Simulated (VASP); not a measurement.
Set up this calculation in VASP 6.6.1, as the native input.

| Item | Value |
| --- | --- |
| Task | single point |
| Functional | PBE |
| Dispersion | D3(BJ) |
| Potentials or basis | VASP PAW PBE potentials, release 64 (C) |
| Cutoff | 520 eV |
| k mesh | 3 × 2 × 1 |
| Occupations | gaussian, width 0.05 eV |
| Spin | no spin polarisation |
| Dipole correction | yes |
| Further INCAR settings | LREAL = Auto; ALGO = Normal; EDIFF = 1e-06; NBANDS = 126 |

The structure of C lies in POSCAR:

```
C
1.0
    5.0301999808      0.0000000000      0.0000000000
    0.0000000000      7.1137770343      0.0000000000
    0.0000000000      0.0000000000     22.2877499760
C
48
Direct
    0.2500000000      0.5000000000      0.3589415714
    0.2500000000      0.0000000000      0.3589415714
    0.7500000000      0.5000000000      0.3589415714
    0.7500000000      0.0000000000      0.3589415714
    0.5000000000      0.6250000000      0.3589415714
    0.5000000000      0.1250000000      0.3589415714
    0.0000000000      0.6250000000      0.3589415714
    0.0000000000      0.1250000000      0.3589415714
    0.5000000000      0.7500000000      0.4153649429
    0.5000000000      0.2500000000      0.4153649429
    0.0000000000      0.7500000000      0.4153649429
    0.0000000000      0.2500000000      0.4153649429
    0.7500000000      0.8750000000      0.4153649429
    0.7500000000      0.3750000000      0.4153649429
    0.2500000000      0.8750000000      0.4153649429
    0.2500000000      0.3750000000      0.4153649429
    0.7500000000      0.0000000000      0.4717883143
    0.7500000000      0.5000000000      0.4717883143
    0.2500000000      0.0000000000      0.4717883143
    0.2500000000      0.5000000000      0.4717883143
    0.0000000000      0.1250000000      0.4717883143
    0.0000000000      0.6250000000      0.4717883143
    0.5000000000      0.1250000000      0.4717883143
    0.5000000000      0.6250000000      0.4717883143
    0.0000000000      0.2500000000      0.5282116857
    0.0000000000      0.7500000000      0.5282116857
    0.5000000000      0.2500000000      0.5282116857
    0.5000000000      0.7500000000      0.5282116857
    0.2500000000      0.3750000000      0.5282116857
    0.2500000000      0.8750000000      0.5282116857
    0.7500000000      0.3750000000      0.5282116857
    0.7500000000      0.8750000000      0.5282116857
    0.2500000000      0.5000000000      0.5846350571
    0.2500000000      0.0000000000      0.5846350571
    0.7500000000      0.5000000000      0.5846350571
    0.7500000000      0.0000000000      0.5846350571
    0.5000000000      0.6250000000      0.5846350571
    0.5000000000      0.1250000000      0.5846350571
    0.0000000000      0.6250000000      0.5846350571
    0.0000000000      0.1250000000      0.5846350571
    0.5000000000      0.7500000000      0.6410584286
    0.5000000000      0.2500000000      0.6410584286
    0.0000000000      0.7500000000      0.6410584286
    0.0000000000      0.2500000000      0.6410584286
    0.7500000000      0.8750000000      0.6410584286
    0.7500000000      0.3750000000      0.6410584286
    0.2500000000      0.8750000000      0.6410584286
    0.2500000000      0.3750000000      0.6410584286
```

One way to write it, as run:

INCAR

```
SYSTEM = C
PREC = Accurate
ENCUT = 520
EDIFF = 1E-6
ISMEAR = 0
SIGMA = 0.05
LREAL = Auto
LASPH = .TRUE.
NELM = 100
ALGO = Normal
ISIF = 2
LWAVE = .FALSE.
LCHARG = .FALSE.
LDIPOL = .TRUE.
IDIPOL = 3
DIPOL = 0.5 0.5 0.500
GGA = PE
IVDW = 12
NBANDS = 126
```

KPOINTS

```
regular mesh
0
G
  3 2 1
  0 0 0
```

Potentials or basis: VASP PAW PBE potentials, release 64 (C).

Run with:

```console
$ cat potpaw_PBE.64/C/POTCAR > POTCAR
$ mpirun -np 1 vasp_std > vasp.out
```

It gave:

The largest force is 4.607 eV/Å, the band gap on the k mesh is zero (band 96 reaches -0.52 eV, above the bottom of band 97 at -0.66 eV) and the dispersion energy per atom is -0.157 eV.

Caveat: the k points lie up to 0.44 Å⁻¹ apart.

Run time: 12 min on 1 thread of Intel(R) Xeon(R) 6975P-C (Granite Rapids) (shared host), peak memory 0.79 GiB.
